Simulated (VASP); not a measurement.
Write the native input for VASP 6.6.1 that does the following.

- Task: single point
- Functional: HSE06
- Potentials or basis: VASP PAW PBE potentials, release 64 (Li_sv, F)
- Cutoff: 650 eV
- k mesh: 8 × 8 × 8
- Occupations: gaussian, width 0.01 eV
- Spin: no spin polarisation
- Dipole correction: no
- Grid for exact exchange (PRECFOCK): Normal
- Further INCAR settings: ALGO = Normal; EDIFF = 1e-06; NBANDS = 12
- Share of exact exchange: 0.25
- Screening parameter: 0.2079 1/Å

Crystal: LiF.

```
Li F
1.0
    -0.02487    1.97000    1.97000
     1.97000   -0.02487    1.97000
     1.97000    1.97000   -0.02487
Li F
1 1
Cartesian
  0.0000 0.0000 0.0000
  1.9576 1.9576 1.9576
```

This cell differs from its parent crystal: strain along [111] -1.9%.

One way to write it, as run:

POSCAR

```
LiF
1.0
   -0.0248694010      1.9700023396      1.9700023396
    1.9700023396     -0.0248694010      1.9700023396
    1.9700023396      1.9700023396     -0.0248694010
Li F
1 1
Direct
    0.0000000000      0.0000000000      0.0000000000
    0.5000000000      0.5000000000      0.5000000000
```

INCAR.step1

```
SYSTEM = LiF
ALGO = Normal ; EDIFF = 1E-5
ENCUT = 650 ; GGA = PE
GGA_COMPAT = .FALSE. ; ISIF = 2
ISMEAR = 0 ; KPAR = 4
LASPH = .TRUE. ; LCHARG = .FALSE.
LREAL = .FALSE. ; LWAVE = .TRUE.
NBANDS = 12 ; NELM = 120
PREC = Accurate ; SIGMA = 0.01
```

INCAR.step2

```
SYSTEM = LiF
ALGO = Normal ; EDIFF = 1E-6
ENCUT = 650 ; GGA = PE
GGA_COMPAT = .FALSE. ; HFSCREEN = 0.2079
ISIF = 2 ; ISMEAR = 0
ISTART = 1 ; KPAR = 4
LASPH = .TRUE. ; LCHARG = .FALSE.
LHFCALC = .TRUE. ; LREAL = .FALSE.
LWAVE = .FALSE. ; NBANDS = 12
NELM = 120 ; PREC = Accurate
PRECFOCK = Normal ; SIGMA = 0.01
```

KPOINTS

```
k-points
0
G
  8 8 8
  0 0 0
```

Potentials or basis: VASP PAW PBE potentials, release 64 (Li_sv, F).

Run with:

```sh
$ cat potpaw_PBE.64/Li_sv/POTCAR potpaw_PBE.64/F/POTCAR > POTCAR
$ cp INCAR.step1 INCAR
$ mpirun -np 4 vasp_std > vasp.out
$ cp INCAR.step2 INCAR
$ mpirun -np 4 vasp_std > vasp.out
```

Results of the run:

| Quantity | Value |
| --- | --- |
| Pressure | 1.9 GPa |
| Band gap on the k mesh | 11.78 eV |

Caveat: the cell differs from its parent crystal (strain along [111] -1.9%); the PAW data sets were made with another functional, which shifts forces and pressure a little.

Wall time 27 min on 4 MPI ranks on Intel(R) Xeon(R) Platinum 8175M CPU @ 2.50GHz (Skylake/Cascade Lake), on a shared host, peak memory 0.24 GiB a rank.
